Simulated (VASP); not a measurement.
# Ti (I4/mmm) in VASP: single point with r2SCAN

Aim: the single point of Ti with r2SCAN.

Program: VASP 6.6.1. These are calculated values, not measurements. Logs are shortened: lines on timing, memory, paths and dates and some standing lists are left out, and cuts for length are marked.

## Step 1: The cell of the first run

It takes space group I4/mmm (No. 139, tetragonal). The conventional cell has a = 3.333 Å, b = 3.333 Å, c = 3.252 Å, α = 90.00°, β = 90.00°, γ = 90.00°. Ti (site symmetry 4/mmm) has 14 Ti at 2.86 to 3.33 Å within 3.8 Å.

## Step 2: Single point, r2SCAN (strain +0.025 along x and y, +0.000 along z)

POSCAR reads:

```
Ti
1.0
   -1.6665422425      1.6665422425      1.6258948707
    1.6665422425     -1.6665422425      1.6258948707
    1.6665422425      1.6665422425     -1.6258948707
Ti
1
Direct
    0.0000000000      0.0000000000      0.0000000000
```

INCAR.step1 reads:

```
ALGO     = Normal         # electronic algorithm
EDIFF    = 1E-4           # SCF threshold, eV
ENCUT    = 520            # plane-wave cutoff, eV
GGA      = PE             # functional
ISMEAR   = 0              # smearing method
LASPH    = True           # aspherical terms in the spheres
LCHARG   = False          # write CHGCAR
LREAL    = False          # projectors in reciprocal space
LWAVE    = True           # write WAVECAR
NBANDS   = 12             # bands
NELM     = 80             # most SCF steps
PREC     = Accurate       # precision mode
SIGMA    = 0.15           # smearing width, eV
```

INCAR.step2 reads:

```
ALGO     = Normal         # electronic algorithm
EDIFF    = 1E-6           # SCF threshold, eV
ENCUT    = 520            # plane-wave cutoff, eV
ISIF     = 2              # what is computed and relaxed
ISMEAR   = 0              # smearing method
ISTART   = 1            
LASPH    = True           # aspherical terms in the spheres
LCHARG   = True           # write CHGCAR
LELF     = True           # ELF
LMIXTAU  = True         
LREAL    = False          # projectors in reciprocal space
LVHAR    = True         
LWAVE    = False          # write WAVECAR
METAGGA  = R2SCAN         # meta-GGA
NBANDS   = 12             # bands
NELM     = 80             # most SCF steps
PREC     = Accurate       # precision mode
SIGMA    = 0.15           # smearing width, eV
```

KPOINTS reads:

```
k-points
0
Gamma
  26 26 26
```

Potentials or basis: VASP PAW PBE potentials, release 64 (Ti_sv).

Command:

```
> cat potpaw_PBE.64/Ti_sv/POTCAR > POTCAR
> cp INCAR.step1 INCAR
> mpirun -np 1 vasp_std > vasp.out
> cp INCAR.step2 INCAR
> mpirun -np 1 vasp_std > vasp.out
```

OUTCAR:

```text
EDIFF = 1E-6
   ENCUT = 520
   ISIF = 2
   ISMEAR = 0
   ISTART = 1
   LASPH = True
   LREAL = False
   METAGGA = R2SCAN
   NELM = 80
   PREC = Accurate

 ion  position               nearest neighbor table
   1  0.000  0.000  0.000-

  LATTYP: Found a body centered tetragonal cell.
 ALAT       =     3.3330844850
 C/A-ratio  =     0.9756097561

  Lattice vectors:

 A1 = (  -1.6665422425,   1.6665422425,   1.6258948707)
 A2 = (   1.6665422425,  -1.6665422425,   1.6258948707)
 A3 = (   1.6665422425,   1.6665422425,  -1.6258948707)

Analysis of symmetry for initial positions (statically):
=====================================================================
 Subroutine PRICEL returns:
 Original cell was already a primitive cell.

 Routine SETGRP: Setting up the symmetry group for a
 body centered tetragonal supercell.

 Subroutine GETGRP returns: Found 16 space group operations
 (whereof 16 operations were pure point group operations)
 out of a pool of 16 trial point group operations.

The static configuration has the point symmetry D_4h.

Analysis of symmetry for dynamics (positions and initial velocities):
=====================================================================
 Subroutine PRICEL returns:
 Original cell was already a primitive cell.

 Routine SETGRP: Setting up the symmetry group for a
 body centered tetragonal supercell.

 Subroutine GETGRP returns: Found 16 space group operations
 (whereof 16 operations were pure point group operations)
 out of a pool of 16 trial point group operations.

The dynamic configuration has the point symmetry D_4h.

 Subroutine INISYM returns: Found 16 space group operations
 (whereof 16 operations are pure point group operations),
 and found     1 'primitive' translations

----------------------------------------------------------------------------------------

                                     Primitive cell

  volume of cell :      18.0628

  direct lattice vectors                    reciprocal lattice vectors
    -1.666542243  1.666542243  1.625894871     0.000000000  0.300022398  0.307522958
     1.666542243 -1.666542243  1.625894871     0.300022398  0.000000000  0.307522958
     1.666542243  1.666542243 -1.625894871     0.300022398  0.300022398  0.000000000

  length of vectors
     2.863260418  2.863260418  2.863260418     0.429632179  0.429632179  0.424295744

  position of ions in fractional coordinates (direct lattice)
     0.000000000  0.000000000  0.000000000

  ion indices of the primitive-cell ions
   primitive index   ion index
                 1           1

----------------------------------------------------------------------------------------

 KPOINTS: k-points

Automatic generation of k-mesh.
 Grid dimensions read from file:
 generate k-points for:   26   26   26

 Generating k-lattice:

  Cartesian coordinates                     Fractional coordinates (reciprocal lattice)
     0.000000000  0.011539323  0.011827806     0.038461538  0.000000000  0.000000000
     0.011539323  0.000000000  0.011827806     0.000000000  0.038461538  0.000000000
     0.011539323  0.011539323  0.000000000     0.000000000  0.000000000  0.038461538

  Length of vectors
     0.016524315  0.016524315  0.016319067

  Shift w.r.t. Gamma in fractional coordinates (k-lattice)
     0.000000000  0.000000000  0.000000000

 Subroutine IBZKPT returns following result:
 ===========================================

 Found   1330 irreducible k-points:

 Following reciprocal coordinates:
            Coordinates               Weight
  0.000000  0.000000  0.000000      1.000000
  0.038462 -0.000000  0.000000      8.000000
  0.076923 -0.000000  0.000000      8.000000
  0.115385  0.000000  0.000000      8.000000
  0.153846  0.000000  0.000000      8.000000
  0.192308  0.000000  0.000000      8.000000
[... 16 lines left out ...]
  0.346154  0.038462  0.000000     16.000000
  0.384615  0.038462  0.000000     16.000000
 [... further k-points ...]
   k-points           NKPTS =   1330   k-points in BZ     NKDIM =   1330   number of bands    NBANDS=     12
   number of dos      NEDOS =    301   number of ions     NIONS =      1
   total plane-waves  NPLWV =  13824
   dimension x,y,z NGX =    24 NGY =   24 NGZ =   24
   dimension x,y,z NGXF=    48 NGYF=   48 NGZF=   48
   ions per type =               1
   NGX,Y,Z   is equivalent  to a cutoff of  13.93, 13.93, 13.93 a.u.
   NGXF,Y,Z  is equivalent  to a cutoff of  27.87, 27.87, 27.87 a.u.
 SYSTEM =  unknown system
   PREC   = accura    normal or accurate (medium, high low for compatibility)
   ISTART =      1    job   : 0-new  1-cont  2-samecut
   ICHARG =      0    charge: 1-file 2-atom 10-const
   ISPIN  =      1    spin polarized calculation?
   LNONCOLLINEAR =      F non collinear calculations
   LSORBIT =      F    spin-orbit coupling
   LASPH  =      T    aspherical Exc in radial PAW
   ENCUT  =  520.0 eV  38.22 Ry    6.18 a.u.   5.32  5.32  5.32*2*pi/ulx,y,z
   NELM   =     80;   NELMIN=  2; NELMDL=  0     # of ELM steps
   EDIFF  = 0.1E-05   stopping-criterion for ELM
   LREAL  =      F    real-space projection
   EDIFFG = 0.1E-04   stopping-criterion for IOM
   NSW    =      0    number of steps for IOM
   IBRION =     -1    ionic relax: 0-MD 1-quasi-New 2-CG
   NFREE  =      0    steps in history (QN), initial steepest desc. (CG)
   ISIF   =      2    stress and relaxation
   ISYM   =      2    0-nonsym 1-usesym 2-fastsym
   POTIM  = 0.5000    time-step for ionic-motion
   TEBEG  =    0.0;   TEEND  =   0.0 temperature during run
   PSTRESS=    0.0 pullay stress
   NELECT =      12.0000    total number of electrons
   NUPDOWN=      -1.0000    fix difference up-down
   EMIN   =  10.00;   EMAX   =-10.00  energy-range for DOS
   EFERMI =   0.00;   METHOD = LEGACY
   ISMEAR =     0;   SIGMA  =   0.15  broadening in eV -4-tet -1-fermi 0-gaus
   EFERMI_NEDOS =   21; number of points for ismear=-14 and -15
   IALGO  =     38    algorithm
   IMIX   =      4    mixing-type and parameters
     AMIX     =   0.40;   BMIX     =  1.00
     AMIX_MAG =   1.60;   BMIX_MAG =  1.00
  volume/ion in A,a.u.               =      18.06       121.89
  Fermi-wavevector in a.u.,A,eV,Ry     =   1.428478  2.699432 27.763359  2.040549
  Thomas-Fermi vector in A             =   2.548535
   LORBIT       =      0    0 simple, 1 ext, 2 COOP (PROOUT), +10 PAW based schemes
   METAGGA = R2SCAN    functional components
   LHFCALC =     F    Hartree Fock is set to
   AEXX    =    0.0000 exact exchange contribution
   IVDW    =     0    specifies the selected vdW correction
   LEPSILON=     F    determine dielectric tensor
   LRPA    =     F    only Hartree local field effects (RPA)
 non-spin polarized calculation
 Gauss-broadening in eV      SIGMA  =   0.15
  energy-cutoff  :      520.00
  volume of cell :       18.06
 maximum number of plane-waves:       502
 NGX is ok and might be reduce to    24
   NGX = 11   NGY = 11   NGZ = 11

 number of electron      12.0000002 magnetization

 Free energy of the ion-electron system (eV)
  ---------------------------------------------------
  ext. energy  EPLUGINS =         0.00000000
  ---------------------------------------------------
  free energy    TOTEN  =       -12.81598935 eV

  energy without entropy =      -12.78934851  energy(sigma->0) =      -12.80266893

 E-fermi :   7.7175     XC(G=0): -12.2009

 val. band max:        7.7168831847   @ k =  -0.2308   0.3462   0.0769
 cond. band min:       7.7179253694   @ k =   0.2308   0.2308  -0.0000
 fundamental gap:      0.0010421846
 Fermi energy:         7.7175355136

 k-point     1 :       0.0000    0.0000    0.0000
  band No.  band energies     occupation
      1     -51.2866      2.00000
      2     -26.1330      2.00000
      3     -26.1303      2.00000
      4     -26.1303      2.00000
      5       1.4583      2.00000
      6       8.6902      0.00000
      7       8.8823      0.00000
      8       8.8823      0.00000
      9      10.3954      0.00000
     10      10.6171      0.00000
     11      25.3693      0.00000
     12      25.3693      0.00000

 k-point     2 :       0.0385   -0.0000    0.0000
  band No.  band energies     occupation
      1     -51.2849      2.00000
      2     -26.1411      2.00000
      3     -26.1332      2.00000
      4     -26.1316      2.00000
      5       1.5098      2.00000
      6       8.6928      0.00000
      7       8.8748      0.00000
      8       8.8912      0.00000
      9      10.3907      0.00000
     10      10.5959      0.00000
     11      25.3237      0.00000
     12      25.4144      0.00000

 k-point     3 :       0.0769   -0.0000    0.0000
  band No.  band energies     occupation
      1     -51.2799      2.00000
      2     -26.1681      2.00000
      3     -26.1416      2.00000
      4     -26.1321      2.00000
      5       1.6625      2.00000
      6       8.6605      0.00000
      7       8.8474      0.00000
      8       8.9596      0.00000
      9      10.3704      0.00000
     10      10.5490      0.00000
     11      25.1272      0.00000
     12      25.5452      0.00000

 k-point     4 :       0.1154    0.0000    0.0000
  band No.  band energies     occupation
      1     -51.2719      2.00000
      2     -26.2113      2.00000
      3     -26.1551      2.00000
      4     -26.1327      2.00000
      5       1.9119      2.00000
      6       8.5661      0.00000
      7       8.7868      0.00000
      8       9.1179      0.00000
      9      10.3241      0.00000
     10      10.5161      0.00000
     11      24.6899      0.00000
     12      25.4048      0.00000

 k-point     5 :       0.1538    0.0000    0.0000
  band No.  band energies     occupation
      1     -51.2613      2.00000
      2     -26.2679      2.00000
      3     -26.1729      2.00000
      4     -26.1335      2.00000
      5       2.2496      2.00000
      6       8.4297      0.00000
      7       8.6783      0.00000
      8       9.3498      0.00000
      9      10.2722      0.00000
     10      10.5139      0.00000
     11      24.0202      0.00000
     12      25.0726      0.00000
[... 228 lines left out ...]
      1     -51.2129      2.00000
      2     -26.5183      2.00000
      3     -26.2519      2.00000
      4     -26.1412      2.00000
      5       3.9252      2.00000
      6       7.8407      0.24544
      7       8.0614      0.00119
      8      10.3143      0.00000
      9      10.5772      0.00000
     10      10.6877      0.00000
     11      20.5400      0.00000
     12      23.0474      0.00000

 k-point    22 :       0.3077    0.0385    0.0000
  band No.  band energies     occupation
      1     -51.1997      2.00000
      2     -26.5848      2.00000
      3     -26.2742      2.00000
      4     -26.1422      2.00000
      5       4.3970      2.00000
      6       7.6887      1.21426
      7       7.9843      0.01191
      8      10.3830      0.00000
      9      10.7514      0.00000
     10      10.9647      0.00000
     11      19.4599      0.00000
     12      22.4967      0.00000

 k-point    23 :       0.3462    0.0385    0.0000
  band No.  band energies     occupation
      1     -51.1881      2.00000
      2     -26.6428      2.00000
      3     -26.2939      2.00000
      4     -26.1431      2.00000
      5       4.7852      2.00000
      6       7.5590      1.86488
      7       8.0218      0.00413
      8      10.4506      0.00000
      9      10.8133      0.00000
     10      11.3314      0.00000
     11      18.4483      0.00000
     12      22.0205      0.00000

 k-point    24 :       0.3846    0.0385    0.0000
  band No.  band energies     occupation
      1     -51.1787      2.00000
      2     -26.6892      2.00000
      3     -26.3097      2.00000
      4     -26.1437      2.00000
      5       5.0522      2.00000
      6       7.4574      1.98582
      7       8.1766      0.00002
      8      10.5045      0.00000
      9      10.8659      0.00000
     10      11.6499      0.00000
     11      17.5718      0.00000
     12      21.6428      0.00000

 [... further k-points ...]
[... 5 lines left out ...]
  --------------------------------------------------------------------------------------
  -------------------------------------------------------------------------------------
  Total       -0.4850987     -0.4850987     -0.6104654      0.0000000      0.0000000      0.0000000
  in kB      -43.0284382    -43.0284382    -54.1485114      0.0000000      0.0000000      0.0000000
  external PRESSURE =     -46.7351293 kB  Pullay stress =       0.0000000 kB

 VOLUME and BASIS-vectors are now :
 -----------------------------------------------------------------------------
  energy-cutoff  :      520.00
  volume of cell :       18.06
      direct lattice vectors                 reciprocal lattice vectors
    -1.666542243  1.666542243  1.625894871     0.000000000  0.300022398  0.307522958
     1.666542243 -1.666542243  1.625894871     0.300022398  0.000000000  0.307522958
     1.666542243  1.666542243 -1.625894871     0.300022398  0.300022398  0.000000000

 POSITION                                       TOTAL-FORCE (eV/Angst)
 -----------------------------------------------------------------------------------
      0.00000      0.00000      0.00000         0.000000      0.000000      0.000000
 -----------------------------------------------------------------------------------
    total drift:                                0.000000      0.000000     -0.000000

  FREE ENERGIE OF THE ION-ELECTRON SYSTEM (eV)
  ---------------------------------------------------
  free  energy   TOTEN  =       -12.8159893514 eV

  energy  without entropy=      -12.7893485118  energy(sigma->0) =      -12.80266893
```

Run time: 9.7 min. Hardware: 1 thread of Intel Xeon Platinum 8488C (Sapphire Rapids), shared host; peak memory 0.38 GiB.

What came out:

* Free energy: -12.8160 eV
* Pressure: -4.7 GPa
* Band gap on the k mesh: zero (bands 6 and 7 overlap by 1.74 eV)

Stress tensor (GPa, compression positive):
```
-4.30  0.00  0.00
 0.00 -4.30  0.00
 0.00  0.00 -5.41
```

Caveat: the cell differs from its parent crystal (strain +0.025 along x and y, +0.000 along z); the cell stands under tension; the PAW data sets were made with another functional, which shifts forces and pressure a little.
